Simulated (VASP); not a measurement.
Write the native input for VASP 6.6.1 that does the following.

- Task: single point
- Functional: PBE
- Potentials or basis: VASP PAW PBE potentials, release 64 (Cu, N)
- Cutoff: 600 eV
- k mesh: 10 × 10 × 10
- Occupations: gaussian, width 0.01 eV
- Spin: no spin polarisation
- Dipole correction: no
- Further INCAR settings: ALGO = Normal; EDIFF = 1e-06; NBANDS = 27

The structure of Cu3N lies in POSCAR:

```
Cu3N
1.0
    3.8270084290      0.0000000000      0.0000000000
    0.0000000000      3.8270084290      0.0000000000
    0.0000000000      0.0000000000      3.8270084290
Cu N
3 1
Direct
    0.5000000000      0.0000000000      0.0000000000
    0.0000000000      0.5000000000      0.0000000000
    0.0000000000      0.0000000000      0.5000000000
    0.0000000000      0.0000000000      0.0000000000
```

The input as run:

INCAR

```
PREC     = Accurate       # precision mode
ENCUT    = 600            # plane-wave cutoff, eV
EDIFF    = 1E-6           # SCF threshold, eV
ISMEAR   = 0              # smearing method
SIGMA    = 0.01           # smearing width, eV
LREAL    = False          # projectors in reciprocal space
LASPH    = True           # aspherical terms in the spheres
NELM     = 120            # most SCF steps
ALGO     = Normal         # electronic algorithm
ISIF     = 2              # what is computed and relaxed
LWAVE    = False          # write WAVECAR
LCHARG   = False          # write CHGCAR
GGA      = PE             # functional
NBANDS   = 27             # bands
GGA_COMPAT= False
```

KPOINTS

```
Automatic mesh
0
Gamma
  10 10 10
```

Potentials or basis: VASP PAW PBE potentials, release 64 (Cu, N).

Launch:

```bash
$ cat potpaw_PBE.64/Cu/POTCAR potpaw_PBE.64/N/POTCAR > POTCAR
$ mpirun -np 1 vasp_std > vasp.out
```

Results of the run:

* Pressure: 0.8 GPa
* Band gap on the k mesh: 0.25 eV, indirect (least direct gap 0.78 eV)

Run time: 74 s on 1 thread of Intel(R) Xeon(R) Platinum 8488C (Sapphire Rapids), on a shared host, peak memory 0.22 GiB.
